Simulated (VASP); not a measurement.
Here is a VASP 6.6.1 calculation.

INCAR

```
PREC = Accurate
ENCUT = 600
EDIFF = 1E-6
ISMEAR = 0
SIGMA = 0.05
LREAL = False
LASPH = True
NELM = 80
ALGO = Normal
ISIF = 4
LWAVE = False
LCHARG = False
GGA = B5
ALDAX = 1.0
AGGAX = 1.0
AGGAC = 1.0
ALDAC = 0.0
IVDW = 12
VDW_S6 = 1.0
VDW_S8 = 2.6996
VDW_A1 = 0.4298
VDW_A2 = 4.2359
IBRION = 2
NSW = 60
EDIFFG = -0.01
```

KPOINTS

```
regular mesh
0
Gamma
  8 8 8
```

File POSCAR:

```
HfB2
1.0
    3.0647301396      0.0000000000      0.0000000000
   -1.5323650698      2.6541341566      0.0000000000
    0.0000000000      0.0000000000      3.4240954683
Hf B
1 2
Direct
    0.0000000000      0.0000000000      0.0000000000
    0.3333333333      0.6666666667      0.5000000000
    0.6666666667      0.3333333333      0.5000000000
```

Potentials or basis: VASP PAW PBE potentials, release 64 (Hf_pv, B).

Command:

```sh
$ cat potpaw_PBE.64/Hf_pv/POTCAR potpaw_PBE.64/B/POTCAR > POTCAR
$ mpirun -np 1 vasp_std > vasp.out
```

Problem. Predict the dispersion energy per atom.

Solution. -0.893 eV.

Problem. What does it give for the band gap on the k mesh?

Solution. Zero (band 8 reaches 9.43 eV, above the bottom of band 9 at 8.66 eV).

Final structure:
```
CELL_PARAMETERS angstrom
3.06473 0.00000 0.00000
-1.53237 2.65413 0.00000
0.00000 0.00000 3.42410
ATOMIC_POSITIONS crystal
Hf 0.00000 0.00000 0.00000
B 0.33333 0.66667 0.50000
B 0.66667 0.33333 0.50000
```

Caveat: the relaxation stopped at its first step, so nothing moved; spin-orbit coupling is left out, which moves the levels of the heavy elements.
